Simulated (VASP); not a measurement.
A run of VASP 6.6.1:

INCAR

```
SYSTEM = TiAl3Ni2
PREC     = Accurate       ! precision mode
ENCUT    = 520            ! plane-wave cutoff, eV
EDIFF    = 1E-6           ! SCF threshold, eV
ISMEAR   = 0              ! smearing method
SIGMA    = 0.1            ! smearing width, eV
LREAL    = .FALSE.        ! projectors in reciprocal space
LASPH    = .TRUE.         ! aspherical terms in the spheres
NELM     = 60             ! most SCF steps
ALGO     = Fast           ! electronic algorithm
ISIF     = 2              ! what is computed and relaxed
LWAVE    = .FALSE.        ! write WAVECAR
LCHARG   = .FALSE.        ! write CHGCAR
GGA      = PE             ! functional
NBANDS   = 30             ! bands
```

File KPOINTS:

```
regular mesh
0
G
  12 12 8
  0 0 0
```

File POSCAR:

```
TiAl3Ni2
1.0
    4.3012956241      0.0000000297      0.0000000000
   -2.1506478378      3.7250312648      0.0000000000
    0.0000000000      0.0000000000      5.6481010908
Ti Al Ni
1 3 2
Direct
    0.0000000000      0.0000000000      0.5000000000
    0.3333333333      0.6666666667      0.2582978612
    0.6666666667      0.3333333333      0.7417021388
    0.0000000000      0.0000000000      0.0000000000
    0.3333333333      0.6666666667      0.7465201667
    0.6666666667      0.3333333333      0.2534798333
```

Potentials or basis: VASP PAW PBE potentials, release 64 (Ti_sv, Al, Ni).

Launch:

```sh
$ cat potpaw_PBE.64/Ti_sv/POTCAR potpaw_PBE.64/Al/POTCAR potpaw_PBE.64/Ni/POTCAR > POTCAR
$ mpirun -np 1 vasp_std > vasp.out
```

Hardware: 1 thread of Intel(R) Xeon(R) Platinum 8488C (Sapphire Rapids), on a shared host.

Question: Estimate the wall time of this run.

Answer: Run time: 10 min on 1 thread of Intel(R) Xeon(R) Platinum 8488C (Sapphire Rapids) (shared host), peak memory 0.45 GiB. Counts: scf iterations 29, k points 131.
